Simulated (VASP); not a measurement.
Wanted: the native input for a VASP 6.6.1 run.

* Task: single point
* Functional: LDA
* Potentials or basis: VASP PAW LDA potentials, release 64 (Pt)
* Cutoff: 520 eV
* k mesh: 22 × 22 × 22
* Occupations: gaussian, width 0.15 eV
* Spin: no spin polarisation
* Dipole correction: no
* Further INCAR settings: ALGO = Normal; EDIFF = 1e-06; NBANDS = 11

The structure of Pt lies in POSCAR:

```
Pt
1.0
   -1.5366934000      1.5366934000      1.5366934000
    1.5366934000     -1.5366934000      1.5366934000
    1.5366934000      1.5366934000     -1.5366934000
Pt
1
Direct
    0.0000000000      0.0000000000      0.0000000000
```

This isn't the form of Pt at room conditions, which is fcc.

This cell differs from its parent crystal: strain -0.030 along x and y, -0.030 along z.

One way to write it, as run:

INCAR

```
SYSTEM = Pt
PREC     = Accurate       ! precision mode
ENCUT    = 520            ! plane-wave cutoff, eV
EDIFF    = 1E-6           ! SCF threshold, eV
ISMEAR   = 0              ! smearing method
SIGMA    = 0.15           ! smearing width, eV
LREAL    = .FALSE.        ! projectors in reciprocal space
LASPH    = .TRUE.         ! aspherical terms in the spheres
NELM     = 60             ! most SCF steps
ALGO     = Normal         ! electronic algorithm
ISIF     = 2              ! what is computed and relaxed
LWAVE    = .FALSE.        ! write WAVECAR
LCHARG   = .FALSE.        ! write CHGCAR
GGA      = CA             ! functional
NBANDS   = 11             ! bands
```

KPOINTS

```
regular mesh
0
G
  22 22 22
  0 0 0
```

Potentials or basis: VASP PAW LDA potentials, release 64 (Pt).

Command:

```console
$ cat potpaw_LDA.64/Pt/POTCAR > POTCAR
$ mpirun -np 1 vasp_std > vasp.out
```

Results of the run:

```
Pressure               : 9.6 GPa
Band gap on the k mesh : zero (bands 5 and 6 overlap by 2.49 eV)
```

Caveat: the cell differs from its parent crystal (strain -0.030 along x and y, -0.030 along z); the cell stands under pressure; spin-orbit coupling is left out, which moves the levels of the heavy elements.

It took 45 s on 1 thread of Intel Xeon 8259CL, on a shared host, peak memory 0.16 GiB.
